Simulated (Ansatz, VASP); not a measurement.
**SiC4: VASP beside Ansatz**

```
Si C
1.0
    -2.06740    2.06740    3.76972
     2.06740   -2.06740    3.76972
     2.06740    2.06740   -3.76972
Si C
1 4
Direct
  0.50000 0.50000 0.00000
  0.82323 0.82323 0.64646
  0.17677 0.17677 0.35354
  0.82323 0.17677 0.00000
  0.17677 0.82323 0.00000
```

Alike in both runs: functional PBE; k mesh 12 × 12 × 12; occupations gaussian, width 0.1 eV; no spin polarisation.

Ansatz relaxed the structure, and its values are those at the end. VASP's run is a single point on that final structure, the one shown.

|  | VASP | Ansatz |
| --- | --- | --- |
| version | VASP 6.6.1 | Ansatz 0.2.0 |
| potentials or method | VASP PAW PBE potentials, release 64 (Si, C), cutoff 520 eV | scalar-relativistic, plane waves, PAW |
| valence electrons in the cell | 20 | 20 |

Ansatz gave:

- gap on the k mesh at the Fermi level (eV): none
- pressure (GPa): 0.0
- rms of the force components (eV/Å): 0.000

Problem. Estimate VASP's values.

Solution. gap on the k mesh at the Fermi level (eV): none; pressure (GPa): 0.2; rms of the force components (eV/Å): 0.051.

A gap of «none» marks a metal or a gap that the smearing closes.
